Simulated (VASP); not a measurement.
Runs of VASP 6.6.1 on HfCl5. The structure is that of space group R-3m (No. 166), or close to it. The cells are those of the table. 

| task | cell | k mesh | cutoff (eV) | gap on the mesh (eV) | pressure (GPa) | relaxed volume (Å³/atom) | largest force (eV/Å) |
| --- | --- | --- | --- | --- | --- | --- | --- |
| single point | a = 5.871 Å, angles 66.9°, 6 atoms | 3 × 3 × 3 | 520 | none | -3.5 | - | (b) |
| relaxation of cell and atoms | relaxed from a = 5.871 Å, angles 66.9°, 6 atoms | 3 × 3 × 3 | 600 | none | 0.0 | 22.60 | - |
| single point | a = 5.181 Å, angles 83.3°, 6 atoms | 3 × 3 × 3 | 520 | none | -0.5 | - | (a) |
| single point | a = 5.185 Å, angles 83.6°, 6 atoms | 6 × 6 × 6 | 520 | none | -0.5 | - | 0.22 |
| relaxation of cell and atoms | relaxed from a = 5.181 Å, angles 83.3°, 6 atoms | 6 × 6 × 6 | 600 | none | 0.0 | 22.70 | - |

Alike in all rows: level PBE; potentials or basis VASP PAW PBE potentials, release 64 (Hf_pv, Cl); no spin polarisation; smearing gaussian 0.1 eV.

Fill in the values left out.

(a) 0.19; (b) 2.76.

Caveats: some runs use coarse meshes; spin-orbit coupling is left out, which moves the levels of the heavy elements; an odd number of electrons without spin polarisation forces a metal; a magnetic or distorted state may lie lower; the volume moved by over 15 % at a fixed basis, so the end points are rough (some runs).

A k mesh can miss the band edges, and the runs leave out spin-orbit coupling on Hf.

A gap of «none» marks levels without a gap at the run's occupations.
